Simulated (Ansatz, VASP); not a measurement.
KTaO3: VASP beside Ansatz

```
K Ta O
1.0
     3.98830    0.00000    0.00000
     0.00000    3.98830    0.00000
     0.00000    0.00000    3.90853
K Ta O
1 1 3
Cartesian
  1.9942 1.9942 1.9543
  0.0000 0.0000 0.0000
  1.9942 0.0000 0.0000
  0.0000 1.9942 0.0000
  0.0000 0.0000 1.9543
```

Change from the starting cell: zz strain of -2 %, crystal datasets.

Alike in both runs: task electric field gradients; functional PBE; k mesh 5 × 5 × 5; occupations fermi-dirac, width 0.01 eV; no spin polarisation.

|  | VASP | Ansatz |
| --- | --- | --- |
| version | VASP 6.6.1 | Ansatz 0.2.0 |
| potentials or method | VASP PAW PBE potentials, release 64 (K_sv, Ta_pv, O), cutoff 520 eV | all-electron PAW with datasets made for the crystal, scalar-relativistic |

```csv
,VASP,Ansatz,Ansatz less VASP
gap on the k mesh at the Fermi level (eV),2.31,2.36,+0.056
pressure (GPa),10.8,10.1,-0.71
"traceless stress, the component that is largest in VASP (GPa)",5.79,5.67,-0.119
size of Vzz on the site where it differs most (V/Å²),115.1,111.4,-3.72
```

Ansatz ran all-electron here, and VASP with PAW potentials.

Spin-orbit coupling is off throughout.
